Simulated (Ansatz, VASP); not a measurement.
CaO: VASP beside Ansatz

Contents of INCAR:

```
SYSTEM = CaO
PREC     = Accurate       ! precision mode
ENCUT    = 520            ! plane-wave cutoff, eV
EDIFF    = 1E-6           ! SCF threshold, eV
ISMEAR   = 0              ! smearing method
SIGMA    = 0.05           ! smearing width, eV
LREAL    = .FALSE.        ! projectors in reciprocal space
LASPH    = .TRUE.         ! aspherical terms in the spheres
NELM     = 100            ! most SCF steps
ALGO     = Normal         ! electronic algorithm
ISIF     = 2              ! what is computed and relaxed
LWAVE    = .FALSE.        ! write WAVECAR
LCHARG   = .TRUE.         ! write CHGCAR
GGA      = PE             ! functional
LELF     = .TRUE.         ! ELF
LVHAR    = .TRUE.       
NBANDS   = 24             ! bands
```

The input KPOINTS:

```
regular mesh
0
G
  9 9 6
  0 0 0
```

File POSCAR:

```
CaO
1.0
    4.1314452814      0.0000000000      0.0000000000
   -2.0657226407      3.5779365680      0.0000000000
    0.0000000000      0.0000000000      4.3966840684
Ca O
2 2
Direct
    0.3333333333      0.6666666667      0.7500000000
    0.6666666667      0.3333333333      0.2500000000
    0.3333333333      0.6666666667      0.2500000000
    0.6666666667      0.3333333333      0.7500000000
```

Input for Ansatz:

```yaml
crystal:
  lattice:
    - [4.1314452814, 0.0, 0.0]
    - [-2.0657226407, 3.577936568, 0.0]
    - [0.0, 0.0, 4.3966840684]
  atoms:
    - { symbol: Ca, position: [0.3333333333, 0.6666666667, 0.75] }
    - { symbol: Ca, position: [0.6666666667, 0.3333333333, 0.25] }
    - { symbol: O, position: [0.3333333333, 0.6666666667, 0.25] }
    - { symbol: O, position: [0.6666666667, 0.3333333333, 0.75] }
basis:
  ecutwfc: 520.0
kpoints:
  mp_grid: { grid: [9, 9, 6] }
hamiltonian:
  xc: pbe
scf:
  occupations: { method: gaussian, width: 0.05 }
output:
  forces: true
  stress: true
  eigenvalues: true
```

Alike in both runs: task single point; functional PBE; k mesh 9 × 9 × 6; occupations gaussian, width 0.05 eV; no spin polarisation.

```csv
,VASP,Ansatz
version,VASP 6.6.1,Ansatz 0.2.0
potentials or method,"VASP PAW PBE potentials, release 64 (Ca_sv, O), cutoff 520 eV","scalar-relativistic, plane waves, PAW"
valence electrons in the cell,32,32
```

|  | VASP | Ansatz | Ansatz less VASP |
| --- | --- | --- | --- |
| gap on the k mesh at the Fermi level (eV) | 2.64 | 2.66 | +0.026 |
| least direct gap on the mesh (eV) | 2.64 | 2.66 | +0.026 |
| pressure (GPa) | 7.3 | 6.7 | -0.60 |
| traceless stress, the component that is largest in VASP (GPa) | 15.88 | 15.26 | -0.618 |
